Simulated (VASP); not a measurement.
Set up this calculation in VASP 6.6.1, as the native input.

| Item | Value |
| --- | --- |
| Task | single point |
| Functional | PBEsol |
| Potentials or basis | VASP PAW PBE potentials, release 64 (Ir) |
| Cutoff | 520 eV |
| k mesh | 18 × 18 × 18 |
| Occupations | gaussian, width 0.1 eV |
| Spin | no spin polarisation |
| Dipole correction | no |
| Further INCAR settings | ALGO = Fast; EDIFF = 1e-06; NBANDS = 10 |

The structure of Ir lies in POSCAR:

```
Ir
1.0
    0.0000000000      1.8520169595      1.8520169595
    1.8520169595      0.0000000000      1.8520169595
    1.8520169595      1.8520169595      0.0000000000
Ir
1
Direct
    0.0000000000      0.0000000000      0.0000000000
```

These files were run (other wordings do the same):

INCAR

```
SYSTEM = Ir
PREC = Accurate ; ENCUT = 520
EDIFF = 1E-6 ; ISMEAR = 0
SIGMA = 0.1 ; LREAL = .FALSE.
LASPH = .TRUE. ; NELM = 80
ALGO = Fast ; ISIF = 2
LWAVE = .FALSE. ; LCHARG = .FALSE.
GGA = PS ; NBANDS = 10
```

KPOINTS

```
Automatic mesh
0
G
  18 18 18
  0 0 0
```

Potentials or basis: VASP PAW PBE potentials, release 64 (Ir).

Run with:

```sh
$ cat potpaw_PBE.64/Ir/POTCAR > POTCAR
$ mpirun -np 1 vasp_std > vasp.out
```

It gave:

- Pressure: 52.0 GPa

Caveat: the PAW data sets were made with another functional, which shifts forces and pressure a little.

Run time: 40 s on 1 thread of AMD EPYC 7R43 64-Core Processor (Zen 3), with other jobs on the host, peak memory 0.11 GiB.
